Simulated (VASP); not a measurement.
## Ta: single point with LDA

Crystal: Ta.

```
CELL_PARAMETERS angstrom
2.82626 0.00000 0.00000
-1.41313 2.44762 0.00000
0.00000 0.00000 5.06265
ATOMIC_POSITIONS crystal
Ta 0.66667 0.33333 0.75000
Ta 0.33333 0.66667 0.25000
```

This isn't the form of Ta at room conditions, which is bcc.

- Program: VASP 6.6.1
- Task: single point
- Functional: LDA
- Potentials or basis: VASP PAW LDA potentials, release 64 (Ta_pv)
- Cutoff: 520 eV
- k mesh: 11 × 11 × 5
- Occupations: gaussian, width 0.1 eV
- Spin: no spin polarisation

```
Pressure               : 2.9 GPa
Band gap on the k mesh : zero (bands 11 and 12 overlap by 1.81 eV)
```

Stress tensor (GPa, compression positive):
```
2.89 0.00 0.00
0.00 2.89 0.00
0.00 0.00 2.79
```

Levels at points of the mesh, in eV from the Fermi level:
```tsv
k point	band 8	band 9	band 10	band 11	band 12	band 13	band 14	band 15
(0.00, 0.00, 0.00)	-5.15	-0.78	0.19	0.53	0.53	1.14	1.14	3.15
```

Wall time 27 s on 1 thread of Intel Xeon 8259CL, with other jobs on the host, peak memory 0.16 GiB.

Caveat: spin-orbit coupling is left out, which moves the levels of the heavy elements.
